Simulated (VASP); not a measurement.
# MnO (Fm-3m) in VASP: notebook

The runs below take MnO through single point, with PBE.

Program: VASP 6.6.1. These are calculated values, not measurements. Logs are shortened: lines on timing, memory, paths and dates and some standing lists are left out, and cuts for length are marked.

**1. The cell of the first run**

It takes space group Fm-3m (No. 225, cubic). The conventional cell has a = 4.444 Å, b = 4.444 Å, c = 4.444 Å, α = 90.00°, β = 90.00°, γ = 90.00°. Mn (site symmetry m-3m) has 6 O at 2.22 Å within 2.9 Å. O (site symmetry m-3m) has 6 Mn at 2.22 Å within 2.9 Å.

**2. Single point, PBE**

File INCAR:

```
ALGO     = Normal         # electronic algorithm
EDIFF    = 1E-6           # SCF threshold, eV
ENCUT    = 600            # plane-wave cutoff, eV
GGA      = PE             # functional
GGA_COMPAT= F            
ISIF     = 2              # what is computed and relaxed
ISMEAR   = -1             # smearing method
LASPH    = T              # aspherical terms in the spheres
LCHARG   = F              # write CHGCAR
LREAL    = F              # projectors in reciprocal space
LWAVE    = F              # write WAVECAR
NBANDS   = 16             # bands
NELM     = 120            # most SCF steps
PREC     = Accurate       # precision mode
SIGMA    = 0.05           # smearing width, eV
```

File KPOINTS:

```
k-points
0
Gamma
  8 8 8
```

File POSCAR:

```
MnO
1.0
    0.0000000000      2.2220000000      2.2220000000
    2.2220000000      0.0000000000      2.2220000000
    2.2220000000      2.2220000000      0.0000000000
Mn O
1 1
Direct
    0.0000000000      0.0000000000      0.0000000000
    0.5000000000      0.5000000000      0.5000000000
```

Potentials or basis: VASP PAW PBE potentials, release 64 (Mn_pv, O).

Command:

```bash
> cat potpaw_PBE.64/Mn_pv/POTCAR potpaw_PBE.64/O/POTCAR > POTCAR
> mpirun -np 1 vasp_std > vasp.out
```

OUTCAR:

```text
EDIFF = 1E-6
   ENCUT = 600
   GGA = PE
   ISIF = 2
   ISMEAR = -1
   LASPH = T
   LREAL = F
   NELM = 120
   PREC = Accurate

 ion  position               nearest neighbor table
   1  0.000  0.000  0.000-   2 2.22   2 2.22   2 2.22   2 2.22   2 2.22   2 2.22
   2  0.500  0.500  0.500-   1 2.22   1 2.22   1 2.22   1 2.22   1 2.22   1 2.22

  LATTYP: Found a face centered cubic cell.
 ALAT       =     4.4440000000

  Lattice vectors:

 A1 = (   0.0000000000,   2.2220000000,   2.2220000000)
 A2 = (   2.2220000000,   0.0000000000,   2.2220000000)
 A3 = (   2.2220000000,   2.2220000000,   0.0000000000)

Analysis of symmetry for initial positions (statically):
=====================================================================
 Subroutine PRICEL returns:
 Original cell was already a primitive cell.

 Routine SETGRP: Setting up the symmetry group for a
 face centered cubic supercell.

 Subroutine GETGRP returns: Found 48 space group operations
 (whereof 48 operations were pure point group operations)
 out of a pool of 48 trial point group operations.

The static configuration has the point symmetry O_h .

Analysis of symmetry for dynamics (positions and initial velocities):
=====================================================================
 Subroutine PRICEL returns:
 Original cell was already a primitive cell.

 Routine SETGRP: Setting up the symmetry group for a
 face centered cubic supercell.

 Subroutine GETGRP returns: Found 48 space group operations
 (whereof 48 operations were pure point group operations)
 out of a pool of 48 trial point group operations.

The dynamic configuration has the point symmetry O_h .

 Subroutine INISYM returns: Found 48 space group operations
 (whereof 48 operations are pure point group operations),
 and found     1 'primitive' translations

----------------------------------------------------------------------------------------

                                     Primitive cell

  volume of cell :      21.9413

  direct lattice vectors                    reciprocal lattice vectors
     0.000000000  2.222000000  2.222000000    -0.225022502  0.225022502  0.225022502
     2.222000000  0.000000000  2.222000000     0.225022502 -0.225022502  0.225022502
     2.222000000  2.222000000  0.000000000     0.225022502  0.225022502 -0.225022502

  length of vectors
[... 73 lines left out ...]
   PREC   = accura    normal or accurate (medium, high low for compatibility)
   ISTART =      0    job   : 0-new  1-cont  2-samecut
   ICHARG =      2    charge: 1-file 2-atom 10-const
   ISPIN  =      1    spin polarized calculation?
   LNONCOLLINEAR =      F non collinear calculations
   LSORBIT =      F    spin-orbit coupling
   LASPH  =      T    aspherical Exc in radial PAW
   ENCUT  =  600.0 eV  44.10 Ry    6.64 a.u.   6.28  6.28  6.28*2*pi/ulx,y,z
   NELM   =    120;   NELMIN=  2; NELMDL= -5     # of ELM steps
   EDIFF  = 0.1E-05   stopping-criterion for ELM
   LREAL  =      F    real-space projection
   EDIFFG = 0.1E-04   stopping-criterion for IOM
   NSW    =      0    number of steps for IOM
   IBRION =     -1    ionic relax: 0-MD 1-quasi-New 2-CG
   NFREE  =      0    steps in history (QN), initial steepest desc. (CG)
   ISIF   =      2    stress and relaxation
   ISYM   =      2    0-nonsym 1-usesym 2-fastsym
   POTIM  = 0.5000    time-step for ionic-motion
   TEBEG  =    0.0;   TEEND  =   0.0 temperature during run
   PSTRESS=    0.0 pullay stress
   NELECT =      19.0000    total number of electrons
   NUPDOWN=      -1.0000    fix difference up-down
   EMIN   =  10.00;   EMAX   =-10.00  energy-range for DOS
   EFERMI =   0.00;   METHOD = LEGACY
   ISMEAR =    -1;   SIGMA  =   0.05  broadening in eV -4-tet -1-fermi 0-gaus
   EFERMI_NEDOS =   21; number of points for ismear=-14 and -15
   IALGO  =     38    algorithm
   IMIX   =      4    mixing-type and parameters
     AMIX     =   0.40;   BMIX     =  1.00
     AMIX_MAG =   1.60;   BMIX_MAG =  1.00
  volume/ion in A,a.u.               =      10.97        74.03
  Fermi-wavevector in a.u.,A,eV,Ry     =   1.560410  2.948747 33.128533  2.434878
  Thomas-Fermi vector in A             =   2.663626
   LORBIT       =      0    0 simple, 1 ext, 2 COOP (PROOUT), +10 PAW based schemes
   GGA     = PE    functional components
   LHFCALC =     F    Hartree Fock is set to
   AEXX    =    0.0000 exact exchange contribution
   IVDW    =     0    specifies the selected vdW correction
   LEPSILON=     F    determine dielectric tensor
   LRPA    =     F    only Hartree local field effects (RPA)
 non-spin polarized calculation
  energy-cutoff  :      600.00
  volume of cell :       21.94
 maximum number of plane-waves:       754
 NGX is ok and might be reduce to    28
   NGX = 13   NGY = 13   NGZ = 13

 number of electron      18.9999996 magnetization

 Free energy of the ion-electron system (eV)
  ---------------------------------------------------
  ext. energy  EPLUGINS =         0.00000000
  ---------------------------------------------------
  free energy    TOTEN  =       -14.27425244 eV

  energy without entropy =      -14.20907377  energy(sigma->0) =      -14.24166311

 E-fermi :   7.0237     XC(G=0): -12.0176

 val. band max:        7.0203131235   @ k =   0.2500   0.1250   0.0000
 cond. band min:       7.0296045507   @ k =   0.5000   0.1250   0.0000
 fundamental gap:      0.0092914272
 Fermi energy:         7.0236955284

 k-point     1 :       0.0000    0.0000    0.0000
  band No.  band energies     occupation
      1     -41.0774      2.00000
      2     -41.0774      2.00000
      3     -41.0774      2.00000
      4     -13.1426      2.00000
      5       3.2938      2.00000
      6       3.2938      2.00000
[... 433 lines left out ...]
      3     -41.0921      2.00000
      4     -12.2101      2.00000
      5      -0.0416      2.00000
      6       1.3086      2.00000
[... 8 lines left out ...]
     15      17.6449      0.00000
     16      20.3860      0.00000

 [... further k-points ...]
[... 5 lines left out ...]
  --------------------------------------------------------------------------------------
  -------------------------------------------------------------------------------------
  Total       -4.6068971     -4.6068971     -4.6068971      0.0000000      0.0000000      0.0000000
  in kB     -336.4007326   -336.4007326   -336.4007326      0.0000000      0.0000000      0.0000000
  external PRESSURE =    -336.4007326 kB  Pullay stress =       0.0000000 kB

 VOLUME and BASIS-vectors are now :
 -----------------------------------------------------------------------------
  energy-cutoff  :      600.00
  volume of cell :       21.94
      direct lattice vectors                 reciprocal lattice vectors
     0.000000000  2.222000000  2.222000000    -0.225022502  0.225022502  0.225022502
     2.222000000  0.000000000  2.222000000     0.225022502 -0.225022502  0.225022502
     2.222000000  2.222000000  0.000000000     0.225022502  0.225022502 -0.225022502

 POSITION                                       TOTAL-FORCE (eV/Angst)
 -----------------------------------------------------------------------------------
      0.00000      0.00000      0.00000         0.000000      0.000000      0.000000
      2.22200      2.22200      2.22200        -0.000000     -0.000000     -0.000000
 -----------------------------------------------------------------------------------
    total drift:                                0.000000      0.000000      0.000000

  FREE ENERGIE OF THE ION-ELECTRON SYSTEM (eV)
  ---------------------------------------------------
  free  energy   TOTEN  =       -14.2742524449 eV

  energy  without entropy=      -14.2090737741  energy(sigma->0) =      -14.24166311
```

OSZICAR:

```text
N       E                     dE             d eps       ncg     rms          rms(c)
DAV:   1     0.157868353441E+03    0.15787E+03   -0.12064E+04   928   0.154E+03
DAV:   2    -0.100565661403E+02   -0.16792E+03   -0.16047E+03  1056   0.380E+02
DAV:   3    -0.171503741483E+02   -0.70938E+01   -0.69839E+01  1024   0.837E+01
DAV:   4    -0.172099920017E+02   -0.59618E-01   -0.59609E-01  1064   0.802E+00
DAV:   5    -0.172107721750E+02   -0.78017E-03   -0.78017E-03  1024   0.921E-01    0.141E+01
DAV:   6    -0.174532583317E+02   -0.24249E+00   -0.27932E+01  1048   0.595E+01    0.209E+01
DAV:   7    -0.143986076315E+02    0.30547E+01   -0.23432E+01  1016   0.479E+01    0.481E+00
DAV:   8    -0.142690120401E+02    0.12960E+00   -0.73777E-01   928   0.858E+00    0.174E+00
DAV:   9    -0.142831889011E+02   -0.14177E-01   -0.94550E-02   992   0.259E+00    0.874E-01
DAV:  10    -0.142765615468E+02    0.66274E-02   -0.76158E-03   968   0.109E+00    0.487E-01
DAV:  11    -0.142745191367E+02    0.20424E-02   -0.62196E-03  1192   0.783E-01    0.148E-01
DAV:  12    -0.142746844844E+02   -0.16535E-03   -0.13448E-03  1048   0.470E-01    0.201E-01
DAV:  13    -0.142742541848E+02    0.43030E-03   -0.58196E-04  1176   0.291E-01    0.243E-02
DAV:  14    -0.142742526887E+02    0.14961E-05   -0.74535E-05   928   0.806E-02    0.622E-03
DAV:  15    -0.142742524449E+02    0.24381E-06   -0.33975E-06   976   0.183E-02
   1 F= -.14274252E+02 E0= -.14241663E+02  d E =-.651787E-01
```

Run time: 28 s. Hardware: 1 thread of AMD EPYC 7R43 (Zen 3), shared host; peak memory 0.12 GiB.

Results:

```yaml
Free_energy: -14.2743 eV
Pressure: -33.6 GPa
```

Caveat: an odd number of electrons without spin polarisation forces a metal; a magnetic or distorted state may lie lower; the run has no spin polarisation, though such a crystal can be magnetic; semilocal functionals often make such compounds metallic where correlation or magnetic order opens a gap, which also shifts bond lengths. Spin polarisation is off, so any magnetic state and its effect on volume and gap are missing.

**3. Single point, PBE**

File INCAR:

```
SYSTEM = MnO
PREC     = Accurate       ! precision mode
ENCUT    = 600            ! plane-wave cutoff, eV
EDIFF    = 1E-6           ! SCF threshold, eV
ISMEAR   = -5             ! smearing method
SIGMA    = 0.1            ! smearing width, eV
LREAL    = .FALSE.        ! projectors in reciprocal space
LASPH    = .TRUE.         ! aspherical terms in the spheres
NELM     = 120            ! most SCF steps
ALGO     = Normal         ! electronic algorithm
ISIF     = 2              ! what is computed and relaxed
LWAVE    = .FALSE.        ! write WAVECAR
LCHARG   = .FALSE.        ! write CHGCAR
GGA      = PE             ! functional
NBANDS   = 16             ! bands
GGA_COMPAT= .FALSE.
```

File KPOINTS:

```
regular mesh
0
G
  8 8 8
  0 0 0
```

POSCAR is that of step 2.

Potentials or basis: VASP PAW PBE potentials, release 64 (Mn_pv, O).

Command:

```bash
> cat potpaw_PBE.64/Mn_pv/POTCAR potpaw_PBE.64/O/POTCAR > POTCAR
> mpirun -np 1 vasp_std > vasp.out
```

Wall time 33 s (1 thread of AMD EPYC 7R43 (Zen 3), shared host); peak memory 0.13 GiB.

It converged, with:

```yaml
Free_energy: -14.2454 eV
Pressure: -34.3 GPa
```

Levels at points of the mesh, in eV from the Fermi level:
```tsv
k point	band 8	band 9	band 10	band 11	band 12	band 13
(0.00, 0.00, 0.00)	-1.13	-1.13	-1.13	-0.57	-0.57	0.40
(0.50, 0.00, 0.00)	-0.14	-0.14	0.01	1.73	1.73	4.40
(0.50, 0.50, 0.00)	-2.31	-0.10	0.16	0.19	0.19	6.31
```

Caveat: an odd number of electrons without spin polarisation forces a metal; a magnetic or distorted state may lie lower; the run has no spin polarisation, though such a crystal can be magnetic; semilocal functionals often make such compounds metallic where correlation or magnetic order opens a gap, which also shifts bond lengths; tetrahedron occupations give inexact forces and stress in metals.

**4. Single point, PBE**

File INCAR:

```
SYSTEM = MnO
PREC = Accurate
ENCUT = 600
EDIFF = 1E-6
ISMEAR = -1
SIGMA = 0.1
LREAL = .FALSE.
LASPH = .TRUE.
NELM = 120
ALGO = Normal
ISIF = 2
LWAVE = .FALSE.
LCHARG = .TRUE.
GGA = PE
LELF = .TRUE.
LVHAR = .TRUE.
NBANDS = 16
GGA_COMPAT = .FALSE.
```

KPOINTS is that of step 3.

POSCAR is that of step 3.

Command:

```bash
> cat potpaw_PBE.64/Mn_pv/POTCAR potpaw_PBE.64/O/POTCAR > POTCAR
> mpirun -np 1 vasp_std > vasp.out
```

It took 41 s on 1 thread of AMD EPYC 7R43 (Zen 3), shared host; peak memory 0.13 GiB.

The run converged. Its results:

- Free energy: -14.3660 eV
- Pressure: -32.5 GPa

Levels at points of the mesh, in eV from the Fermi level:
```tsv
k point	band 7	band 8	band 9	band 10	band 11	band 12	band 13	band 14
(0.00, 0.00, 0.00)	-3.74	-1.14	-1.14	-1.14	-0.58	-0.58	0.39	14.88
(0.50, 0.00, 0.00)	-5.44	-0.15	-0.15	0.01	1.73	1.73	4.39	8.53
(0.50, 0.50, 0.00)	-4.67	-2.32	-0.11	0.15	0.19	0.19	6.30	8.41
```

Caveat: an odd number of electrons without spin polarisation forces a metal; a magnetic or distorted state may lie lower; the run has no spin polarisation, though such a crystal can be magnetic; semilocal functionals often make such compounds metallic where correlation or magnetic order opens a gap, which also shifts bond lengths. Spin polarisation is off, so any magnetic state and its effect on volume and gap are missing.

**5. Single point, PBE**

File INCAR:

```
SYSTEM = MnO
ALGO = Normal
EDIFF = 1E-6
ENCUT = 600
GGA = PE
GGA_COMPAT = .FALSE.
ISIF = 2
ISMEAR = -1
LASPH = .TRUE.
LCHARG = .FALSE.
LREAL = .FALSE.
LWAVE = .FALSE.
NBANDS = 16
NELM = 120
PREC = Accurate
SIGMA = 0.05
```

File KPOINTS:

```
k-points
0
G
  8 8 8
  0 0 0
```

POSCAR is that of step 4.

Command:

```bash
> cat potpaw_PBE.64/Mn_pv/POTCAR potpaw_PBE.64/O/POTCAR > POTCAR
> mpirun -np 1 vasp_std > vasp.out
```

It took 26 s on 1 thread of AMD EPYC 7R43 (Zen 3), shared host; peak memory 0.13 GiB.

It converged, with:

| Property | Result |
| --- | --- |
| Free energy | -14.2743 eV |
| Pressure | -33.6 GPa |

Levels at points of the mesh, in eV from the Fermi level:
```tsv
k point	band 6	band 7	band 8	band 9	band 10	band 11	band 12	band 13	band 14	band 15
(0.00, 0.00, 0.00)	-3.73	-3.73	-1.14	-1.14	-1.14	-0.58	-0.58	0.40	14.90	17.39
(0.50, 0.00, 0.00)	-5.43	-5.43	-0.15	-0.15	0.01	1.73	1.73	4.40	8.54	12.96
(0.50, 0.50, 0.00)	-4.66	-4.66	-2.31	-0.11	0.15	0.19	0.19	6.31	8.42	11.67
```

Caveat: an odd number of electrons without spin polarisation forces a metal; a magnetic or distorted state may lie lower; the run has no spin polarisation, though such a crystal can be magnetic; semilocal functionals often make such compounds metallic where correlation or magnetic order opens a gap, which also shifts bond lengths. Spin polarisation is off, so any magnetic state and its effect on volume and gap are missing.

**6. Summary**

```csv
smearing,gap on the mesh (eV),pressure (GPa)
fermi-dirac 0.05 eV,none,-33.6
tetrahedron,none,-34.3
fermi-dirac 0.1 eV,none,-32.5
```

Alike in all rows: task single point; level PBE; potentials or basis VASP PAW PBE potentials, release 64 (Mn_pv, O); no spin polarisation; cell as given; k mesh 8 × 8 × 8; cutoff (eV) 600.

Every run on the cell as given and a fine mesh finds a metal.

Caveats: an odd number of electrons without spin polarisation forces a metal; a magnetic or distorted state may lie lower; the run has no spin polarisation, though such a crystal can be magnetic; semilocal functionals often make such compounds metallic where correlation or magnetic order opens a gap, which also shifts bond lengths; tetrahedron occupations give inexact forces and stress in metals (some runs).

Absolute energies hang on the potentials; compare differences alone.
